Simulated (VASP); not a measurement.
# YN (Fm-3m) in VASP: a series of runs, part 2 of 2

VASP 6.6.1. Earlier steps stand in the parts before.

### 3 Single point, PBE (volume scaled by 0.65)

INCAR

```
  PREC = Accurate
  ENCUT = 600
  EDIFF = 1E-6
  ISMEAR = -1
  SIGMA = 0.03
  LREAL = F
  LASPH = T
  NELM = 120
  ALGO = Normal
  ISIF = 2
  LWAVE = F
  LCHARG = F
  GGA = PE
  NBANDS = 15
  GGA_COMPAT = F
```

KPOINTS

```
Automatic mesh
0
Gamma
  10 10 10
```

POSCAR

```
YN
1.0
    0.0000000000      2.1123240584      2.1123240584
    2.1123240584      0.0000000000      2.1123240584
    2.1123240584      2.1123240584      0.0000000000
Y N
1 1
Direct
    0.0000000000      0.0000000000      0.0000000000
    0.5000000000      0.5000000000      0.5000000000
```

Potentials or basis: VASP PAW PBE potentials, release 64 (Y_sv, N).

Command:

```bash
cat potpaw_PBE.64/Y_sv/POTCAR potpaw_PBE.64/N/POTCAR > POTCAR
mpirun -np 1 vasp_std > vasp.out
```

OUTCAR:

```text
PREC = Accurate
   ENCUT = 600
   EDIFF = 1E-6
   ISMEAR = -1
   LREAL = F
   LASPH = T
   NELM = 120
   ISIF = 2
   GGA = PE

 ion  position               nearest neighbor table
   1  0.000  0.000  0.000-   2 2.11   2 2.11   2 2.11   2 2.11   2 2.11   2 2.11
   2  0.500  0.500  0.500-   1 2.11   1 2.11   1 2.11   1 2.11   1 2.11   1 2.11

  LATTYP: Found a face centered cubic cell.
 ALAT       =     4.2246481168

  Lattice vectors:

 A1 = (   0.0000000000,   2.1123240584,   2.1123240584)
 A2 = (   2.1123240584,   0.0000000000,   2.1123240584)
 A3 = (   2.1123240584,   2.1123240584,   0.0000000000)

Analysis of symmetry for initial positions (statically):
=====================================================================
 Subroutine PRICEL returns:
 Original cell was already a primitive cell.

 Routine SETGRP: Setting up the symmetry group for a
 face centered cubic supercell.

 Subroutine GETGRP returns: Found 48 space group operations
 (whereof 48 operations were pure point group operations)
 out of a pool of 48 trial point group operations.

The static configuration has the point symmetry O_h .

Analysis of symmetry for dynamics (positions and initial velocities):
=====================================================================
 Subroutine PRICEL returns:
 Original cell was already a primitive cell.

 Routine SETGRP: Setting up the symmetry group for a
 face centered cubic supercell.

 Subroutine GETGRP returns: Found 48 space group operations
 (whereof 48 operations were pure point group operations)
 out of a pool of 48 trial point group operations.

The dynamic configuration has the point symmetry O_h .

 Subroutine INISYM returns: Found 48 space group operations
 (whereof 48 operations are pure point group operations),
 and found     1 'primitive' translations

----------------------------------------------------------------------------------------

                                     Primitive cell

  volume of cell :      18.8500
[... 112 lines left out ...]
  Thomas-Fermi vector in A             =   2.654765
   LORBIT       =      0    0 simple, 1 ext, 2 COOP (PROOUT), +10 PAW based schemes
   GGA     = PE    functional components
   LHFCALC =     F    Hartree Fock is set to
   AEXX    =    0.0000 exact exchange contribution
   IVDW    =     0    specifies the selected vdW correction
   LEPSILON=     F    determine dielectric tensor
   LRPA    =     F    only Hartree local field effects (RPA)
 non-spin polarized calculation
  energy-cutoff  :      600.00
  volume of cell :       18.85
 maximum number of plane-waves:       639
   NGX = 11   NGY = 11   NGZ = 11

 number of electron      16.0000000 magnetization

 Free energy of the ion-electron system (eV)
  ---------------------------------------------------
  ext. energy  EPLUGINS =         0.00000000
  ---------------------------------------------------
  free energy    TOTEN  =       -14.19160145 eV

  energy without entropy =      -14.19084462  energy(sigma->0) =      -14.19122304

 E-fermi :   7.5150     XC(G=0): -13.5555

 val. band max:        7.5043556893   @ k =  -0.4000   0.5000   0.1000
 cond. band min:       7.6376401426   @ k =   0.5000   0.5000   0.0000
 fundamental gap:      0.1332844533
 Fermi energy:         7.5149984762

 k-point     1 :       0.0000    0.0000    0.0000
  band No.  band energies     occupation
      1     -32.3890      2.00000
      2     -11.0187      2.00000
      3     -11.0187      2.00000
      4     -11.0187      2.00000
      5      -6.4893      2.00000
      6       7.1915      1.99996
      7       7.1915      1.99996
      8       7.1915      1.99996
      9      10.7914      0.00000
     10      10.7914      0.00000
     11      10.7914      0.00000
     12      14.1055      0.00000
     13      14.1055      0.00000
     14      16.3690      0.00000
[... 401 lines left out ...]
      2     -14.0258      2.00000
      3     -12.1531      2.00000
      4     -11.9897      2.00000
      5      -5.6259      2.00000
      6       5.3715      2.00000
      7       6.2585      2.00000
      8       6.7834      2.00000
      9       7.9321      0.00000
     10      17.0495      0.00000
     11      17.5692      0.00000
     12      17.8471      0.00000
     13      19.0192      0.00000
     14      22.9141      0.00000
     15      27.6316      0.00000

 [... further k-points ...]
[... 5 lines left out ...]
  --------------------------------------------------------------------------------------
  -------------------------------------------------------------------------------------
  Total       20.7031281     20.7031281     20.7031281      0.0000000      0.0000000     -0.0000000
  in kB     1759.6849538   1759.6849538   1759.6849538      0.0000000      0.0000000     -0.0000000
  external PRESSURE =    1759.6849538 kB  Pullay stress =       0.0000000 kB

 VOLUME and BASIS-vectors are now :
 -----------------------------------------------------------------------------
  energy-cutoff  :      600.00
  volume of cell :       18.85
      direct lattice vectors                 reciprocal lattice vectors
     0.000000000  2.112324058  2.112324058    -0.236706105  0.236706105  0.236706105
     2.112324058  0.000000000  2.112324058     0.236706105 -0.236706105  0.236706105
     2.112324058  2.112324058  0.000000000     0.236706105  0.236706105 -0.236706105

 POSITION                                       TOTAL-FORCE (eV/Angst)
 -----------------------------------------------------------------------------------
      0.00000      0.00000      0.00000         0.000000      0.000000      0.000000
      2.11232      2.11232      2.11232        -0.000000      0.000000      0.000000
 -----------------------------------------------------------------------------------
    total drift:                                0.000000     -0.000000     -0.000000

  FREE ENERGIE OF THE ION-ELECTRON SYSTEM (eV)
  ---------------------------------------------------
  free  energy   TOTEN  =       -14.1916014543 eV

  energy  without entropy=      -14.1908446210  energy(sigma->0) =      -14.19122304
```

OSZICAR:

```text
N       E                     dE             d eps       ncg     rms          rms(c)
DAV:   1     0.643913507501E+02    0.64391E+02   -0.96994E+03  1426   0.127E+03
DAV:   2    -0.151406224290E+02   -0.79532E+02   -0.72119E+02  1809   0.277E+02
DAV:   3    -0.179178096310E+02   -0.27772E+01   -0.27615E+01  1756   0.446E+01
DAV:   4    -0.179731463293E+02   -0.55337E-01   -0.55304E-01  1742   0.593E+00
DAV:   5    -0.179745409478E+02   -0.13946E-02   -0.13946E-02  1704   0.779E-01    0.798E+01
DAV:   6    -0.141813688978E+02    0.37932E+01   -0.76393E+00  1701   0.313E+01    0.674E+01
DAV:   7    -0.141629701437E+02    0.18399E-01   -0.72453E-01  1863   0.793E+00    0.377E+01
DAV:   8    -0.141947322365E+02   -0.31762E-01   -0.11135E-01  2457   0.248E+00    0.520E+00
DAV:   9    -0.141913854316E+02    0.33468E-02   -0.72862E-03  1945   0.654E-01    0.187E+00
DAV:  10    -0.141915971720E+02   -0.21174E-03   -0.13854E-03  1529   0.390E-01    0.465E-01
DAV:  11    -0.141916032824E+02   -0.61104E-05   -0.56039E-05  1669   0.866E-02    0.169E-01
DAV:  12    -0.141916017417E+02    0.15406E-05   -0.93323E-06  1676   0.403E-02    0.422E-02
DAV:  13    -0.141916014543E+02    0.28747E-06   -0.85385E-07  1346   0.885E-03
   1 F= -.14191601E+02 E0= -.14191223E+02  d E =-.756833E-03
```

Run time: 13 s. Hardware: 1 thread of Intel Xeon Platinum 8259CL at 2.50GHz (Skylake/Cascade Lake), shared host; peak memory 0.16 GiB.

What came out:

```
Free energy            : -14.1916 eV
Pressure               : 176.0 GPa
Band gap on the k mesh : zero (band 8 reaches 7.64 eV, above the bottom of band 9 at 7.25 eV)
```

Levels at points of the mesh, in eV from the Fermi level:
```tsv
k point	band 6	band 7	band 8	band 9	band 10	band 11
(0.00, 0.00, 0.00)	-0.32	-0.32	-0.32	3.28	3.28	3.28
(0.50, 0.00, 0.00)	-5.73	-4.16	-4.16	7.91	8.96	8.96
(0.50, 0.50, 0.00)	-1.37	0.12	0.12	0.21	9.63	11.73
```
